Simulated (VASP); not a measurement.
A run of VASP 6.6.1 is set up as follows.

INCAR

```
ALGO = Normal
EDIFF = 1E-7
ENCUT = 520
GGA = PE
ISIF = 2
ISMEAR = 0
LASPH = True
LCHARG = False
LREAL = False
LWAVE = False
NBANDS = 11
NELM = 80
PREC = Accurate
SIGMA = 0.05
```

File KPOINTS:

```
k-points
0
Gamma
  12 12 12
```

The input POSCAR:

```
C
1.0
    0.0000000000      1.7566490000      1.8101510000
    1.7566490000      0.0000000000      1.8101510000
    1.7566490000      1.7566490000      0.0000000000
C
2
Direct
    0.5000000000      0.5000000000      0.5000000000
    0.7500000000      0.7500000000      0.7500000000
```

Potentials or basis: VASP PAW PBE potentials, release 64 (C).

Run with:

```console
$ cat potpaw_PBE.64/C/POTCAR > POTCAR
$ mpirun -np 1 vasp_std > vasp.out
```

Problem. Predict the band gap on the k mesh.

Solution. 3.80 eV, indirect (least direct gap 5.36 eV).

Problem. Estimate the pressure.

Solution. 9.4 GPa.

Stress tensor (GPa, compression positive):
```
 19.20   0.00   0.00
  0.00  19.20   0.00
  0.00   0.00 -10.04
```

Caveat: the cell differs from its parent crystal (strain -0.015 along x and y, +0.015 along z). A k mesh can miss the band edges.
